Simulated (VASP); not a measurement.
In3GaSb2N2:

```xyz
8
Lattice="4.6032 0.0000 0.0000 -2.3016 3.9865 0.0000 0.0000 0.0000 10.6564" Properties=species:S:1:pos:R:3 pbc="T T T"
In    0.0000    2.6577    0.0000
In    2.3016    1.3288    0.0000
In    0.0000    0.0000    0.0000
Ga    0.0000    0.0000    5.3282
Sb    0.0000    0.0000    2.5617
Sb    0.0000    0.0000    8.0947
N     0.0000    2.6577    5.3282
N     2.3016    1.3288    5.3282
```

The cell was built from a structure type or drawn by symmetry, and may not be a known phase.

| Item | Value |
| --- | --- |
| Program | VASP 6.6.1 |
| Task | relaxation of cell and atoms |
| Functional | PBE |
| Potentials or basis | VASP PAW PBE potentials, release 64 (In_d, Ga_d, Sb, N) |
| Cutoff | 600 eV |
| k mesh | 3 × 3 × 1 |
| Occupations | gaussian, width 0.15 eV |
| Spin | no spin polarisation |

At the start: pressure 12.0 GPa; volume 24.44 Å³/atom.

Question: How do energy, volume and symmetry change on relaxing?

Answer: Over 8 steps the energy falls by 212.6 meV/atom and the volume is 30.19 Å³/atom (+23.5 %); space group P6/mmm (No. 191, to 0.1 Å) before and after.

Step by step:
| step | energy change (eV) | largest force (eV/Å) | pressure (GPa) | volume (Å³) |
| --- | --- | --- | --- | --- |
| 1 | 0.0000 | 2.7581 | 12.02 | 195.55 |
| 2 | -1.4916 | 0.0173 | -1.56 | 252.19 |
| 3 | -1.5585 | 0.2856 | 0.01 | 238.63 |
| 4 | -1.5590 | 0.2596 | -0.08 | 239.55 |
| 5 | -1.6348 | 0.3514 | -0.05 | 240.18 |
| 6 | -1.6776 | 0.4383 | 0.02 | 240.84 |
| 7 | -1.6958 | 0.2162 | -0.08 | 241.18 |
| 8 | -1.7008 | 0.0022 | -0.16 | 241.51 |

Final structure:
```cif
data_structure
_symmetry_space_group_name_H-M 'P 1'
_symmetry_Int_Tables_number 1
_cell_length_a 5.0402
_cell_length_b 5.0402
_cell_length_c 10.9780
_cell_angle_alpha 90.000
_cell_angle_beta 90.000
_cell_angle_gamma 120.000
_cell_volume 241.51
loop_
_atom_site_label
_atom_site_type_symbol
_atom_site_fract_x
_atom_site_fract_y
_atom_site_fract_z
_atom_site_occupancy
In1 In 0.33333 0.66667 0.00000 1
In2 In 0.66667 0.33333 0.00000 1
In3 In 0.00000 0.00000 0.00000 1
Ga1 Ga 0.00000 0.00000 0.50000 1
Sb1 Sb 0.00000 0.00000 0.25873 1
Sb2 Sb 0.00000 0.00000 0.74127 1
N1 N 0.33333 0.66667 0.50000 1
N2 N 0.66667 0.33333 0.50000 1
```

Caveat: the k points lie up to 0.57 Å⁻¹ apart in the final cell; the volume moved by over 15 % at a fixed basis, so the end points are rough.
